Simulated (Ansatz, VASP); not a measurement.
Rb in VASP and in Ansatz

```
CELL_PARAMETERS angstrom
-2.79500 2.79500 2.79500
2.79500 -2.79500 2.79500
2.79500 2.79500 -2.79500
ATOMIC_POSITIONS crystal
Rb 0.00000 0.00000 0.00000
```

Alike in both runs: task relaxation of cell and atoms; functional PBEsol; k mesh 14 × 14 × 14; no spin polarisation.

|  | VASP | Ansatz |
| --- | --- | --- |
| version | VASP 6.6.1 | Ansatz 0.2.0 |
| potentials or method | VASP PAW PBE potentials, release 64 (Rb_sv) | plane-wave PAW, scalar-relativistic |
| plane-wave cutoff (eV) | 600 | 420 |
| occupations | methfessel-paxton of order 1, width 0.1 eV | cold, width 0.1 eV |
| valence electrons in the cell | 9 | 9 |

|  | VASP | Ansatz | Ansatz less VASP |
| --- | --- | --- | --- |
| relaxed volume (Å³/atom) | 86.48 | 87.34 | +0.858 |
| relaxed length of the cell vector where the two differ most in proportion (Å) | 4.825 | 4.841 | +0.0159 |

VASP's potentials were made for PBE, not for PBEsol, and Ansatz warns of the same on its side.
